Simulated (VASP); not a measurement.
# CaSe (F-43m) in VASP: notebook, part 2 of 2

VASP 6.6.1. Earlier steps stand in the parts before.

### 3 Single point, r2SCAN (volume scaled by 1.020)

POSCAR

```
CaSe
1.0
    0.0000000000      3.3012252596      3.3012252596
    3.3012252596      0.0000000000      3.3012252596
    3.3012252596      3.3012252596      0.0000000000
Ca Se
1 1
Direct
    0.0000000000      0.0000000000      0.0000000000
    0.2500000000      0.2500000000      0.2500000000
```

INCAR.step1

```
SYSTEM = CaSe
PREC = Accurate
ENCUT = 520
ISMEAR = 0
SIGMA = 0.05
LREAL = .False.
LASPH = .True.
NELM = 100
NBANDS = 15
GGA = PE
ALGO = Normal
EDIFF = 1E-4
LWAVE = .True.
LCHARG = .False.
```

INCAR.step2

```
SYSTEM = CaSe
PREC = Accurate
ENCUT = 520
EDIFF = 1E-7
ISMEAR = 0
SIGMA = 0.05
LREAL = .False.
LASPH = .True.
NELM = 100
ALGO = Normal
ISIF = 2
LWAVE = .False.
LCHARG = .False.
METAGGA = R2SCAN
LMIXTAU = .True.
NBANDS = 15
ISTART = 1
```

KPOINTS

```
regular mesh
0
Gamma
  6 6 6
  0 0 0
```

Potentials or basis: VASP PAW PBE potentials, release 64 (Ca_sv, Se).

On the command line:

```
> cat potpaw_PBE.64/Ca_sv/POTCAR potpaw_PBE.64/Se/POTCAR > POTCAR
> cp INCAR.step1 INCAR
> mpirun -np 1 vasp_std > vasp.out
> cp INCAR.step2 INCAR
> mpirun -np 1 vasp_std > vasp.out
```

OUTCAR:

```text
SYSTEM = CaSe
   PREC = Accurate
   ENCUT = 520
   EDIFF = 1E-7
   ISMEAR = 0
   LREAL = .False.
   LASPH = .True.
   NELM = 100
   ISIF = 2
   METAGGA = R2SCAN
   ISTART = 1

 ion  position               nearest neighbor table
   1  0.000  0.000  0.000-   2 2.86   2 2.86   2 2.86   2 2.86
   2  0.250  0.250  0.250-   1 2.86   1 2.86   1 2.86   1 2.86

  LATTYP: Found a face centered cubic cell.
 ALAT       =     6.6024505192

  Lattice vectors:

 A1 = (   0.0000000000,   3.3012252596,   3.3012252596)
 A2 = (   3.3012252596,   0.0000000000,   3.3012252596)
 A3 = (   3.3012252596,   3.3012252596,   0.0000000000)

Analysis of symmetry for initial positions (statically):
=====================================================================
 Subroutine PRICEL returns:
 Original cell was already a primitive cell.

 Routine SETGRP: Setting up the symmetry group for a
 face centered cubic supercell.

 Subroutine GETGRP returns: Found 24 space group operations
 (whereof 24 operations were pure point group operations)
 out of a pool of 48 trial point group operations.

The static configuration has the point symmetry T_d .

Analysis of symmetry for dynamics (positions and initial velocities):
=====================================================================
 Subroutine PRICEL returns:
 Original cell was already a primitive cell.

 Routine SETGRP: Setting up the symmetry group for a
 face centered cubic supercell.

 Subroutine GETGRP returns: Found 24 space group operations
 (whereof 24 operations were pure point group operations)
 out of a pool of 48 trial point group operations.

The dynamic configuration has the point symmetry T_d .

 Subroutine INISYM returns: Found 24 space group operations
 (whereof 24 operations are pure point group operations),
 and found     1 'primitive' translations

----------------------------------------------------------------------------------------

                                     Primitive cell

  volume of cell :      71.9541

  direct lattice vectors                    reciprocal lattice vectors
     0.000000000  3.301225260  3.301225260    -0.151458916  0.151458916  0.151458916
     3.301225260  0.000000000  3.301225260     0.151458916 -0.151458916  0.151458916
     3.301225260  3.301225260  0.000000000     0.151458916  0.151458916 -0.151458916

  length of vectors
     4.668637535  4.668637535  4.668637535     0.262334538  0.262334538  0.262334538

  position of ions in fractional coordinates (direct lattice)
     0.000000000  0.000000000  0.000000000
     0.250000000  0.250000000  0.250000000

  ion indices of the primitive-cell ions
   primitive index   ion index
                 1           1
                 2           2

----------------------------------------------------------------------------------------

 KPOINTS: regular mesh

Automatic generation of k-mesh.
 Grid dimensions read from file:
 generate k-points for:    6    6    6

 Generating k-lattice:

  Cartesian coordinates                     Fractional coordinates (reciprocal lattice)
    -0.025243153  0.025243153  0.025243153     0.166666667  0.000000000  0.000000000
     0.025243153 -0.025243153  0.025243153     0.000000000  0.166666667  0.000000000
     0.025243153  0.025243153 -0.025243153     0.000000000  0.000000000  0.166666667

[... 30 lines left out ...]
   number of dos      NEDOS =    301   number of ions     NIONS =      2
   total plane-waves  NPLWV =  46656
   dimension x,y,z NGX =    36 NGY =   36 NGZ =   36
   dimension x,y,z NGXF=    72 NGYF=   72 NGZF=   72
   ions per type =               1   1
   NGX,Y,Z   is equivalent  to a cutoff of  12.82, 12.82, 12.82 a.u.
   NGXF,Y,Z  is equivalent  to a cutoff of  25.64, 25.64, 25.64 a.u.
 SYSTEM =  CaSe
   PREC   = accura    normal or accurate (medium, high low for compatibility)
   ISTART =      1    job   : 0-new  1-cont  2-samecut
   ICHARG =      0    charge: 1-file 2-atom 10-const
   ISPIN  =      1    spin polarized calculation?
   LNONCOLLINEAR =      F non collinear calculations
   LSORBIT =      F    spin-orbit coupling
   LASPH  =      T    aspherical Exc in radial PAW
   ENCUT  =  520.0 eV  38.22 Ry    6.18 a.u.   8.68  8.68  8.68*2*pi/ulx,y,z
   NELM   =    100;   NELMIN=  2; NELMDL=  0     # of ELM steps
   EDIFF  = 0.1E-06   stopping-criterion for ELM
   LREAL  =      F    real-space projection
   EDIFFG = 0.1E-05   stopping-criterion for IOM
   NSW    =      0    number of steps for IOM
   IBRION =     -1    ionic relax: 0-MD 1-quasi-New 2-CG
   NFREE  =      0    steps in history (QN), initial steepest desc. (CG)
   ISIF   =      2    stress and relaxation
   ISYM   =      2    0-nonsym 1-usesym 2-fastsym
   POTIM  = 0.5000    time-step for ionic-motion
   TEBEG  =    0.0;   TEEND  =   0.0 temperature during run
   PSTRESS=    0.0 pullay stress
   NELECT =      16.0000    total number of electrons
   NUPDOWN=      -1.0000    fix difference up-down
   EMIN   =  10.00;   EMAX   =-10.00  energy-range for DOS
   EFERMI =   0.00;   METHOD = LEGACY
   ISMEAR =     0;   SIGMA  =   0.05  broadening in eV -4-tet -1-fermi 0-gaus
   EFERMI_NEDOS =   21; number of points for ismear=-14 and -15
   IALGO  =     38    algorithm
   IMIX   =      4    mixing-type and parameters
     AMIX     =   0.40;   BMIX     =  1.00
     AMIX_MAG =   1.60;   BMIX_MAG =  1.00
  volume/ion in A,a.u.               =      35.98       242.79
  Fermi-wavevector in a.u.,A,eV,Ry     =   0.991813  1.874254 13.383948  0.983692
  Thomas-Fermi vector in A             =   2.123580
   LORBIT       =      0    0 simple, 1 ext, 2 COOP (PROOUT), +10 PAW based schemes
   METAGGA = R2SCAN    functional components
   LHFCALC =     F    Hartree Fock is set to
   AEXX    =    0.0000 exact exchange contribution
   IVDW    =     0    specifies the selected vdW correction
   LEPSILON=     F    determine dielectric tensor
   LRPA    =     F    only Hartree local field effects (RPA)
 non-spin polarized calculation
 Gauss-broadening in eV      SIGMA  =   0.05
  energy-cutoff  :      520.00
  volume of cell :       71.95
 maximum number of plane-waves:      1964
   NGX = 17   NGY = 17   NGZ = 17

 number of electron      16.0000001 magnetization

 Free energy of the ion-electron system (eV)
  ---------------------------------------------------
  ext. energy  EPLUGINS =         0.00000000
  ---------------------------------------------------
  free energy    TOTEN  =       -25.35891218 eV

  energy without entropy =      -25.35891218  energy(sigma->0) =      -25.35891218

 E-fermi :  -0.4108     XC(G=0):  -7.9377

 val. band max:       -0.6619745930   @ k =  -0.3333   0.1667   0.0000
 cond. band min:       2.9620152528   @ k =   0.0000   0.0000   0.0000
 fundamental gap:      3.6239898457
 Fermi energy:        -0.4107528110

 k-point     1 :       0.0000    0.0000    0.0000
  band No.  band energies     occupation
      1     -41.3403      2.00000
      2     -21.4664      2.00000
      3     -21.4664      2.00000
      4     -21.4664      2.00000
      5     -11.3560      2.00000
      6      -0.7447      2.00000
      7      -0.7447      2.00000
      8      -0.7447      2.00000
      9       2.9620      0.00000
     10       5.2380      0.00000
     11       5.2380      0.00000
     12       7.2239      0.00000
     13       7.2239      0.00000
     14       7.2239      0.00000
[... 257 lines left out ...]
      2     -21.5083      2.00000
      3     -21.4831      2.00000
      4     -21.4792      2.00000
      5     -11.0170      2.00000
      6      -1.6240      2.00000
      7      -1.0494      2.00000
      8      -0.7615      2.00000
      9       3.4256      0.00000
     10       4.8296      0.00000
     11       5.8117      0.00000
     12       6.0477      0.00000
     13       6.5618      0.00000
     14       8.1653      0.00000
     15       9.1222      0.00000

------------------------ aborting loop because EDIFF is reached ----------------------------------------

  FORCE on cell =-STRESS in cart. coord.  units (eV):
  Direction    XX          YY          ZZ          XY          YZ          ZX
  --------------------------------------------------------------------------------------
  -------------------------------------------------------------------------------------
  Total       -0.2253148     -0.2253148     -0.2253148     -0.0000000      0.0000000      0.0000000
  in kB       -5.0170073     -5.0170073     -5.0170073     -0.0000000      0.0000000      0.0000000
  external PRESSURE =      -5.0170073 kB  Pullay stress =       0.0000000 kB

 VOLUME and BASIS-vectors are now :
 -----------------------------------------------------------------------------
  energy-cutoff  :      520.00
  volume of cell :       71.95
      direct lattice vectors                 reciprocal lattice vectors
     0.000000000  3.301225260  3.301225260    -0.151458916  0.151458916  0.151458916
     3.301225260  0.000000000  3.301225260     0.151458916 -0.151458916  0.151458916
     3.301225260  3.301225260  0.000000000     0.151458916  0.151458916 -0.151458916

 POSITION                                       TOTAL-FORCE (eV/Angst)
 -----------------------------------------------------------------------------------
      0.00000      0.00000      0.00000        -0.000000      0.000000     -0.000000
      1.65061      1.65061      1.65061         0.000000     -0.000000      0.000000
 -----------------------------------------------------------------------------------
    total drift:                                0.000000      0.000000      0.000000

  FREE ENERGIE OF THE ION-ELECTRON SYSTEM (eV)
  ---------------------------------------------------
  free  energy   TOTEN  =       -25.3589121763 eV

  energy  without entropy=      -25.3589121763  energy(sigma->0) =      -25.35891218
```

Run time: 80 s. Hardware: 1 thread of AMD EPYC 9R45 (Zen 5), shared host; peak memory 0.2 GiB.

What came out:

| Property | Result |
| --- | --- |
| Free energy | -25.3589 eV |
| Pressure | -0.5 GPa |
| Band gap on the k mesh | 3.62 eV, indirect (least direct gap 3.71 eV) |

Caveat: the PAW data sets were made with another functional, which shifts forces and pressure a little. A k mesh can miss the band edges.

### 4 Single point, r2SCAN (volume scaled by 1.040)

POSCAR

```
CaSe
1.0
    0.0000000000      3.3226623880      3.3226623880
    3.3226623880      0.0000000000      3.3226623880
    3.3226623880      3.3226623880      0.0000000000
Ca Se
1 1
Direct
    0.0000000000      0.0000000000      0.0000000000
    0.2500000000      0.2500000000      0.2500000000
```

INCAR.step1

```
ALGO     = Normal         # electronic algorithm
EDIFF    = 1E-4           # SCF threshold, eV
ENCUT    = 520            # plane-wave cutoff, eV
GGA      = PE             # functional
ISMEAR   = 0              # smearing method
LASPH    = True           # aspherical terms in the spheres
LCHARG   = False          # write CHGCAR
LREAL    = False          # projectors in reciprocal space
LWAVE    = True           # write WAVECAR
NBANDS   = 15             # bands
NELM     = 100            # most SCF steps
PREC     = Accurate       # precision mode
SIGMA    = 0.05           # smearing width, eV
```

INCAR.step2

```
ALGO     = Normal         # electronic algorithm
EDIFF    = 1E-6           # SCF threshold, eV
ENCUT    = 520            # plane-wave cutoff, eV
ISIF     = 2              # what is computed and relaxed
ISMEAR   = 0              # smearing method
ISTART   = 1            
LASPH    = True           # aspherical terms in the spheres
LCHARG   = False          # write CHGCAR
LMIXTAU  = True         
LREAL    = False          # projectors in reciprocal space
LWAVE    = False          # write WAVECAR
METAGGA  = R2SCAN         # meta-GGA
NBANDS   = 15             # bands
NELM     = 100            # most SCF steps
PREC     = Accurate       # precision mode
SIGMA    = 0.05           # smearing width, eV
```

KPOINTS

```
k-points
0
Gamma
  6 6 6
```

On the command line:

```
> cat potpaw_PBE.64/Ca_sv/POTCAR potpaw_PBE.64/Se/POTCAR > POTCAR
> cp INCAR.step1 INCAR
> mpirun -np 1 vasp_std > vasp.out
> cp INCAR.step2 INCAR
> mpirun -np 1 vasp_std > vasp.out
```

It took 69 s on 1 thread of AMD EPYC 9R45 (Zen 5), shared host; peak memory 0.18 GiB.

The run converged. Its results:

* Free energy: -25.3520 eV
* Pressure: -1.1 GPa
* Band gap on the k mesh: 3.56 eV, indirect (least direct gap 3.64 eV)

Levels at points of the mesh, in eV from the valence-band top:
| k point | band 5 | band 6 | band 7 | band 8 | band 9 | band 10 | band 11 | band 12 |
| --- | --- | --- | --- | --- | --- | --- | --- | --- |
| (0.00, 0.00, 0.00) | -10.67 | -0.08 | -0.08 | -0.08 | 3.56 | 5.85 | 5.85 | 7.78 |
| (0.50, 0.00, 0.00) | -10.43 | -1.18 | -0.01 | -0.01 | 5.51 | 5.96 | 5.96 | 6.23 |
| (0.50, 0.50, 0.00) | -10.35 | -1.19 | -0.06 | -0.06 | 3.89 | 5.46 | 6.56 | 6.56 |

Caveat: the PAW data sets were made with another functional, which shifts forces and pressure a little. A k mesh can miss the band edges.

### 5 The runs side by side

| cell | gap on the mesh (eV) | pressure (GPa) |
| --- | --- | --- |
| a = 4.654 Å, angles 60.0°, 2 atoms | 3.66 | -0.2 |
| a = 4.669 Å, angles 60.0°, 2 atoms | 3.62 | -0.5 |
| a = 4.699 Å, angles 60.0°, 2 atoms | 3.56 | -1.1 |

Alike in all rows: task single point; level r2SCAN; potentials or basis VASP PAW PBE potentials, release 64 (Ca_sv, Se); no spin polarisation; k mesh 6 × 6 × 6; cutoff (eV) 520; smearing gaussian 0.05 eV.

Caveats: the PAW data sets were made with another functional, which shifts forces and pressure a little.

Absolute energies hang on the potentials; compare differences alone.
